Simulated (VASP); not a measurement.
# FeO (Fm-3m) in VASP: single point with PBEsol

Aim: the single point of FeO with PBEsol.

Everything below comes from runs of VASP 6.6.1. Logs are shortened: lines on timing, memory, paths and dates and some standing lists are left out, and cuts for length are marked.

## Step 1: The cell of the first run

Symmetry: Fm-3m, No. 225, cubic system. The conventional cell has a = 4.311 Å, b = 4.311 Å, c = 4.311 Å, α = 90.00°, β = 90.00°, γ = 90.00°. Fe (site symmetry m-3m) has 6 O at 2.16 Å within 2.9 Å. Within 2.9 Å of O (site symmetry m-3m) lie 6 Fe at 2.16 Å.

## Step 2: Single point, PBEsol, collinear spin, ferromagnetic start

The input, POSCAR:

```
FeO
1.0
    0.0000000000      2.1554000000      2.1554000000
    2.1554000000      0.0000000000      2.1554000000
    2.1554000000      2.1554000000      0.0000000000
Fe O
1 1
Direct
    0.0000000000      0.0000000000      0.0000000000
    0.5000000000      0.5000000000      0.5000000000
```

The input, INCAR.step1:

```
SYSTEM = FeO
PREC = Accurate
ENCUT = 520
EDIFF = 1E-6
ISMEAR = -1
SIGMA = 0.05
LREAL = .FALSE.
LASPH = .TRUE.
NELM = 200
ALGO = Normal
ISIF = 2
LWAVE = .FALSE.
LCHARG = .TRUE.
ISPIN = 2
MAGMOM = 3 0
LMAXMIX = 4
GGA = PS
NBANDS = 22
GGA_COMPAT = .FALSE.
NEDOS = 2001
LORBIT = 11
```

The input, KPOINTS.step1:

```
regular mesh
0
G
  11 11 11
  0 0 0
```

The input, INCAR.step2:

```
SYSTEM = FeO
PREC = Accurate
ENCUT = 520
EDIFF = 1E-6
ISMEAR = -5
SIGMA = 0.05
LREAL = .FALSE.
LASPH = .TRUE.
NELM = 200
ALGO = Normal
ISIF = 2
LWAVE = .FALSE.
LCHARG = .FALSE.
ISPIN = 2
MAGMOM = 3 0
LORBIT = 10
LMAXMIX = 4
GGA = PS
NEDOS = 1001
ICHARG = 11
GGA_COMPAT = .FALSE.
```

The input, KPOINTS.step2:

```
regular mesh
0
G
  17 17 17
  0 0 0
```

Potentials or basis: VASP PAW PBE potentials, release 64 (Fe_sv, O).

Run with:

```bash
$ cat potpaw_PBE.64/Fe_sv/POTCAR potpaw_PBE.64/O/POTCAR > POTCAR
$ cp INCAR.step1 INCAR
$ cp KPOINTS.step1 KPOINTS
$ mpirun -np 1 vasp_std > vasp.out
$ cp INCAR.step2 INCAR
$ cp KPOINTS.step2 KPOINTS
$ mpirun -np 1 vasp_std > vasp.out
```

OUTCAR:

```text
SYSTEM = FeO
   PREC = Accurate
   ENCUT = 520
   EDIFF = 1E-6
   ISMEAR = -5
   LREAL = .FALSE.
   LASPH = .TRUE.
   NELM = 200
   ISIF = 2
   ISPIN = 2
   LORBIT = 10
   GGA = PS
   ICHARG = 11

 ion  position               nearest neighbor table
   1  0.000  0.000  0.000-   2 2.16   2 2.16   2 2.16   2 2.16   2 2.16   2 2.16
   2  0.500  0.500  0.500-   1 2.16   1 2.16   1 2.16   1 2.16   1 2.16   1 2.16

  LATTYP: Found a face centered cubic cell.
 ALAT       =     4.3108000000

  Lattice vectors:

 A1 = (   0.0000000000,   2.1554000000,   2.1554000000)
 A2 = (   2.1554000000,   0.0000000000,   2.1554000000)
 A3 = (   2.1554000000,   2.1554000000,   0.0000000000)

Analysis of symmetry for initial positions (statically):
=====================================================================
 Subroutine PRICEL returns:
 Original cell was already a primitive cell.

 Routine SETGRP: Setting up the symmetry group for a
 face centered cubic supercell.

 Subroutine GETGRP returns: Found 48 space group operations
 (whereof 48 operations were pure point group operations)
 out of a pool of 48 trial point group operations.

The static configuration has the point symmetry O_h .

Analysis of symmetry for dynamics (positions and initial velocities):
=====================================================================
 Subroutine PRICEL returns:
 Original cell was already a primitive cell.

 Routine SETGRP: Setting up the symmetry group for a
 face centered cubic supercell.

 Subroutine GETGRP returns: Found 48 space group operations
 (whereof 48 operations were pure point group operations)
 out of a pool of 48 trial point group operations.

The dynamic configuration has the point symmetry O_h .

Analysis of structural, dynamic, and magnetic symmetry:
=====================================================================
 Subroutine PRICEL returns:
 Original cell was already a primitive cell.

 Routine SETGRP: Setting up the symmetry group for a
 face centered cubic supercell.

 Subroutine GETGRP returns: Found 48 space group operations
 (whereof 48 operations were pure point group operations)
 out of a pool of 48 trial point group operations.

The overall configuration has the point symmetry O_h .

 Subroutine INISYM returns: Found 48 space group operations
 (whereof 48 operations are pure point group operations),
 and found     1 'primitive' translations

----------------------------------------------------------------------------------------

                                     Primitive cell

  volume of cell :      20.0269

  direct lattice vectors                    reciprocal lattice vectors
     0.000000000  2.155400000  2.155400000    -0.231975503  0.231975503  0.231975503
     2.155400000  0.000000000  2.155400000     0.231975503 -0.231975503  0.231975503
     2.155400000  2.155400000  0.000000000     0.231975503  0.231975503 -0.231975503

  length of vectors
     3.048195912  3.048195912  3.048195912     0.401793358  0.401793358  0.401793358

  position of ions in fractional coordinates (direct lattice)
     0.000000000  0.000000000  0.000000000
     0.500000000  0.500000000  0.500000000

  ion indices of the primitive-cell ions
   primitive index   ion index
                 1           1
                 2           2

----------------------------------------------------------------------------------------

 KPOINTS: regular mesh

Automatic generation of k-mesh.
 Grid dimensions read from file:
 generate k-points for:   17   17   17

 Generating k-lattice:

  Cartesian coordinates                     Fractional coordinates (reciprocal lattice)
    -0.013645618  0.013645618  0.013645618     0.058823529  0.000000000  0.000000000
     0.013645618 -0.013645618  0.013645618     0.000000000  0.058823529  0.000000000
     0.013645618  0.013645618 -0.013645618     0.000000000  0.000000000  0.058823529

  Length of vectors
     0.023634903  0.023634903  0.023634903

  Shift w.r.t. Gamma in fractional coordinates (k-lattice)
     0.000000000  0.000000000  0.000000000

 TETIRR: Found    693 inequivalent tetrahedra from    29478

 Subroutine IBZKPT returns following result:
 ===========================================

 Found    165 irreducible k-points:

 Following reciprocal coordinates:
            Coordinates               Weight
  0.000000  0.000000  0.000000      1.000000
  0.058824  0.000000  0.000000      8.000000
  0.117647  0.000000  0.000000      8.000000
  0.176471  0.000000  0.000000      8.000000
  0.235294  0.000000  0.000000      8.000000
  0.294118  0.000000  0.000000      8.000000
[... 16 lines left out ...]
 -0.176471  0.058824  0.000000     24.000000
 -0.117647  0.058824  0.000000     24.000000
 [... further k-points ...]
   k-points           NKPTS =    165   k-points in BZ     NKDIM =    165   number of bands    NBANDS=     17
   number of dos      NEDOS =   1001   number of ions     NIONS =      2
   total plane-waves  NPLWV =  13824
   dimension x,y,z NGX =    24 NGY =   24 NGZ =   24
   dimension x,y,z NGXF=    48 NGYF=   48 NGZF=   48
   ions per type =               1   1
   NGX,Y,Z   is equivalent  to a cutoff of  13.09, 13.09, 13.09 a.u.
   NGXF,Y,Z  is equivalent  to a cutoff of  26.18, 26.18, 26.18 a.u.
 SYSTEM =  FeO
   PREC   = accura    normal or accurate (medium, high low for compatibility)
   ISTART =      0    job   : 0-new  1-cont  2-samecut
   ICHARG =     11    charge: 1-file 2-atom 10-const
   ISPIN  =      2    spin polarized calculation?
   LNONCOLLINEAR =      F non collinear calculations
   LSORBIT =      F    spin-orbit coupling
   LASPH  =      T    aspherical Exc in radial PAW
   ENCUT  =  520.0 eV  38.22 Ry    6.18 a.u.   5.67  5.67  5.67*2*pi/ulx,y,z
   NELM   =    200;   NELMIN=  2; NELMDL=  0     # of ELM steps
   EDIFF  = 0.1E-05   stopping-criterion for ELM
   LREAL  =      F    real-space projection
   EDIFFG = 0.1E-04   stopping-criterion for IOM
   NSW    =      0    number of steps for IOM
   IBRION =     -1    ionic relax: 0-MD 1-quasi-New 2-CG
   NFREE  =      0    steps in history (QN), initial steepest desc. (CG)
   ISIF   =      2    stress and relaxation
   ISYM   =      2    0-nonsym 1-usesym 2-fastsym
   POTIM  = 0.5000    time-step for ionic-motion
   TEBEG  =    0.0;   TEEND  =   0.0 temperature during run
   PSTRESS=    0.0 pullay stress
   NELECT =      22.0000    total number of electrons
   NUPDOWN=      -1.0000    fix difference up-down
   EMIN   =  10.00;   EMAX   =-10.00  energy-range for DOS
   EFERMI =   0.00;   METHOD = LEGACY
   ISMEAR =    -5;   SIGMA  =   0.05  broadening in eV -4-tet -1-fermi 0-gaus
   EFERMI_NEDOS =   21; number of points for ismear=-14 and -15
   IALGO  =     38    algorithm
   IMIX   =      4    mixing-type and parameters
     AMIX     =   0.40;   BMIX     =  1.00
     AMIX_MAG =   1.60;   BMIX_MAG =  1.00
  volume/ion in A,a.u.               =      10.01        67.57
  Fermi-wavevector in a.u.,A,eV,Ry     =   1.689187  3.192101 38.822242  2.853354
  Thomas-Fermi vector in A             =   2.771359
   LORBIT       =     10    0 simple, 1 ext, 2 COOP (PROOUT), +10 PAW based schemes
   GGA     = PS    functional components
   LHFCALC =     F    Hartree Fock is set to
   AEXX    =    0.0000 exact exchange contribution
   IVDW    =     0    specifies the selected vdW correction
   LEPSILON=     F    determine dielectric tensor
   LRPA    =     F    only Hartree local field effects (RPA)
 spin polarized calculation
 Fermi weights with tetrahedron method with Bloechl corrections
  energy-cutoff  :      520.00
  volume of cell :       20.03
 maximum number of plane-waves:       550

 number of electron      22.0000013 magnetization       4.0011039

 Free energy of the ion-electron system (eV)
  ---------------------------------------------------
  ext. energy  EPLUGINS =         0.00000000
  ---------------------------------------------------
  free energy    TOTEN  =       -15.94101302 eV

  energy without entropy =      -15.94101302  energy(sigma->0) =      -15.94101302

 E-fermi :   9.6707     XC(G=0): -12.7820

 val. band max:        9.6825889290   @ k =  -0.2353   0.2353   0.0000
 cond. band min:       9.5973913354   @ k =   0.0000   0.0000   0.0000
 fundamental gap:     -0.0851975936
 Fermi energy:         9.6706647370

 spin component 1

 k-point     1 :       0.0000    0.0000    0.0000
  band No.  band energies     occupation
      1     -79.9358      1.00000
      2     -46.0817      1.00000
      3     -46.0817      1.00000
      4     -46.0817      1.00000
      5     -11.0762      1.00000
      6       5.7652      1.00000
[... 9 lines left out ...]
     16      26.4634      0.00000
     17      26.4634      0.00000
[... 441 lines left out ...]
 k-point    24 :      -0.1176    0.0588    0.0000
  band No.  band energies     occupation
      1     -79.9347      1.00000
      2     -46.0926      1.00000
      3     -46.0846      1.00000
      4     -46.0826      1.00000
      5     -10.8624      1.00000
      6       4.0271      1.00000
[... 9 lines left out ...]
     16      24.8020      0.00000
     17      26.3346      0.00000

 [... further k-points ...]

 spin component 2

 k-point     1 :       0.0000    0.0000    0.0000
  band No.  band energies     occupation
      1     -75.8229      1.00000
      2     -42.0587      1.00000
      3     -42.0586      1.00000
      4     -42.0586      1.00000
      5     -10.5228      1.00000
      6       6.3512      1.00000
[... 9 lines left out ...]
     16      27.4545      0.00000
     17      27.4545      0.00000
[... 441 lines left out ...]
 k-point    24 :      -0.1176    0.0588    0.0000
  band No.  band energies     occupation
      1     -75.8216      1.00000
      2     -42.0721      1.00000
      3     -42.0621      1.00000
      4     -42.0596      1.00000
      5     -10.3055      1.00000
      6       4.9297      1.00000
[... 9 lines left out ...]
     16      25.8545      0.00000
     17      27.3629      0.00000

 [... further k-points ...]

------------------------ aborting loop because EDIFF is reached ----------------------------------------

  FORCE on cell =-STRESS in cart. coord.  units (eV):
  Direction    XX          YY          ZZ          XY          YZ          ZX
  --------------------------------------------------------------------------------------
  -------------------------------------------------------------------------------------
  Total       -1.3686429     -1.3686429     -1.3686429      0.0000000      0.0000000      0.0000000
  in kB     -109.4931864   -109.4931864   -109.4931864      0.0000000      0.0000000      0.0000000
  external PRESSURE =    -109.4931864 kB  Pullay stress =       0.0000000 kB

 VOLUME and BASIS-vectors are now :
 -----------------------------------------------------------------------------
  energy-cutoff  :      520.00
  volume of cell :       20.03
      direct lattice vectors                 reciprocal lattice vectors
     0.000000000  2.155400000  2.155400000    -0.231975503  0.231975503  0.231975503
     2.155400000  0.000000000  2.155400000     0.231975503 -0.231975503  0.231975503
     2.155400000  2.155400000  0.000000000     0.231975503  0.231975503 -0.231975503

 POSITION                                       TOTAL-FORCE (eV/Angst)
 -----------------------------------------------------------------------------------
      0.00000      0.00000      0.00000         0.000000     -0.000000      0.000000
      2.15540      2.15540      2.15540         0.000000      0.000000     -0.000000
 -----------------------------------------------------------------------------------
    total drift:                                0.000000     -0.000000     -0.000000

  FREE ENERGIE OF THE ION-ELECTRON SYSTEM (eV)
  ---------------------------------------------------
  free  energy   TOTEN  =       -15.9410130150 eV

  energy  without entropy=      -15.9410130150  energy(sigma->0) =      -15.94101302

 total charge

# of ion       s       p       d       tot
------------------------------------------
    1        2.104   5.993   5.498  13.595
    2        1.551   3.416   0.000   4.967
--------------------------------------------------
tot          3.655   9.409   5.498  18.562

 magnetization (x)

# of ion       s       p       d       tot
------------------------------------------
    1        0.015   0.010   3.438   3.463
    2        0.030   0.268   0.000   0.299
--------------------------------------------------
tot          0.045   0.278   3.438   3.762
```

Wall time 95 s (1 thread of AMD EPYC 7R43 (Zen 3), shared host); peak memory 0.17 GiB.

Results:

```
Net moment                                            : 4.00 μB per cell
Site moments                                          : Fe +3.46; O +0.30 μB
Valence electrons inside the program's atomic spheres : Fe 13.60; O 4.97
```

Caveat: the PAW data sets were made with another functional, which shifts forces and pressure a little; a cell with one magnetic atom can't hold antiferromagnetic order, which such compounds often take; semilocal functionals often make such compounds metallic where correlation or magnetic order opens a gap, which also shifts bond lengths.
